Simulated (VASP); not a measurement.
A run of VASP 6.6.1:

The input INCAR:

```
  PREC = Accurate
  ENCUT = 520
  EDIFF = 1E-6
  ISMEAR = -1
  SIGMA = 0.05
  LREAL = False
  LASPH = True
  NELM = 60
  ALGO = Normal
  ISIF = 2
  LWAVE = False
  LCHARG = False
  GGA = PE
  NBANDS = 18
```

Contents of KPOINTS:

```
Automatic mesh
0
Gamma
  5 5 3
```

File POSCAR:

```
PtSe2
1.0
    3.7240000000      0.0000000000      0.0000000000
   -1.8620000000      3.2250786037      0.0000000000
    0.0000000000      0.0000000000      5.0620000000
Pt Se
1 2
Direct
    0.0000000000      0.0000000000      0.0000000000
    0.6666666667      0.3333333333      0.7500000000
    0.3333333333      0.6666666667      0.2500000000
```

Potentials or basis: VASP PAW PBE potentials, release 64 (Pt, Se).

Launch:

```sh
$ cat potpaw_PBE.64/Pt/POTCAR potpaw_PBE.64/Se/POTCAR > POTCAR
$ mpirun -np 1 vasp_std > vasp.out
```

Hardware: 1 thread of Intel(R) Xeon(R) Platinum 8124M CPU @ 3.00GHz (Skylake/Cascade Lake) (shared host).

Q: How long does it take, and how much memory?

A: It took 22 s on 1 thread of Intel(R) Xeon(R) Platinum 8124M CPU @ 3.00GHz (Skylake/Cascade Lake), on a shared host, peak memory 0.18 GiB. Counts: scf iterations 12, k points 12.
